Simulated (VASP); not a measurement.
# HgTe: single point with LDA

Crystal: HgTe.

```
Hg Te
1.0
     0.00000    3.28672    3.28672
     3.28672    0.00000    3.28672
     3.28672    3.28672    0.00000
Hg Te
1 1
Direct
  0.00000 0.00000 0.00000
  0.75000 0.75000 0.75000
```

This cell differs from its parent crystal: volume scaled by 1.06.

| Quantity | Value |
| --- | --- |
| Program | VASP 6.6.1 |
| Task | single point |
| Functional | LDA |
| Potentials or basis | VASP PAW LDA potentials, release 64 (Hg, Te) |
| Cutoff | 520 eV |
| k mesh | 11 × 11 × 11 |
| Occupations | fermi-dirac, width 0.03 eV |
| Spin | no spin polarisation |
| Dipole correction | no |
| Further INCAR settings | ALGO = Normal; EDIFF = 1e-07; NBANDS = 16 |

| Quantity | Value |
| --- | --- |
| Pressure | -2.4 GPa |
| Band gap on the k mesh | zero (filled and empty bands touch) |

Levels at points of the mesh, in eV from the Fermi level:
| k point | band 6 | band 7 | band 8 | band 9 | band 10 | band 11 | band 12 | band 13 |
| --- | --- | --- | --- | --- | --- | --- | --- | --- |
| (0.00, 0.00, 0.00) | -6.65 | -1.02 | -0.04 | -0.04 | -0.04 | 4.21 | 4.21 | 4.21 |

It took 77 s on 1 thread of Intel(R) Xeon(R) Platinum 8375C CPU @ 2.90GHz (Ice Lake) (shared host), peak memory 0.21 GiB.

Caveat: spin-orbit coupling is left out, which moves the levels of the heavy elements.
